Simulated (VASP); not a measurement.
A run of VASP 6.6.1 is set up as follows.

Contents of INCAR:

```
SYSTEM = SnSe
ALGO = Normal ; EDIFF = 1E-6
ENCUT = 520 ; GGA = PE
ISIF = 2 ; ISMEAR = 0
LASPH = .TRUE. ; LCHARG = .FALSE.
LREAL = .FALSE. ; LWAVE = .FALSE.
NBANDS = 17 ; NELM = 100
PREC = Accurate ; SIGMA = 0.01
```

File KPOINTS:

```
k-points
0
G
  10 10 10
  0 0 0
```

POSCAR

```
SnSe
1.0
    0.0000000000      3.4573425665      3.4573425665
    3.4573425665      0.0000000000      3.4573425665
    3.4573425665      3.4573425665      0.0000000000
Sn Se
1 1
Direct
    0.0000000000      0.0000000000      0.0000000000
    0.2500000000      0.2500000000      0.2500000000
```

Potentials or basis: VASP PAW PBE potentials, release 64 (Sn_d, Se).

Launch:

```console
$ cat potpaw_PBE.64/Sn_d/POTCAR potpaw_PBE.64/Se/POTCAR > POTCAR
$ mpirun -np 1 vasp_std > vasp.out
```

Question: Estimate the band gap on the k mesh.

Answer: 0.28 eV, indirect (least direct gap 0.78 eV).

Question: Predict the pressure.

Answer: -1.6 GPa.

Caveat: spin-orbit coupling is left out, which moves the levels of the heavy elements. A k mesh can miss the band edges.
